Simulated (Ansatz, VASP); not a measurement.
## Two plane-wave programs on RbBr

```xyz
2
Lattice="3.9675 0.0000 0.0000 0.0000 3.9675 0.0000 0.0000 0.0000 3.9675" Properties=species:S:1:pos:R:3 pbc="T T T"
Rb    0.0000    0.0000    0.0000
Br    1.9838    1.9838    1.9838
```

Alike in both runs: functional LDA; k mesh 6 × 6 × 6; occupations gaussian, width 0.02 eV; no spin polarisation.

Ansatz relaxed the structure, and its values are those at the end. VASP's run is a single point on that final structure, the one shown.

```csv
,VASP,Ansatz
version,VASP 6.6.1,Ansatz 0.2.0
potentials or method,"VASP PAW LDA potentials, release 64 (Rb_sv, Br), cutoff 520 eV","scalar-relativistic, plane waves, PAW"
valence electrons in the cell,16,16
```

Ansatz gave:

| Item | Value |
| --- | --- |
| gap on the k mesh at the Fermi level (eV) | 4.11 |
| least direct gap on the mesh (eV) | 4.27 |
| pressure (GPa) | 0.0 |

**Question.** Which values does VASP return?

**Answer.** gap on the k mesh at the Fermi level (eV): 4.13; least direct gap on the mesh (eV): 4.28; pressure (GPa): 0.1.

LDA's correlation is that of Perdew and Zunger in VASP and of Perdew and Wang (1992) in Ansatz.
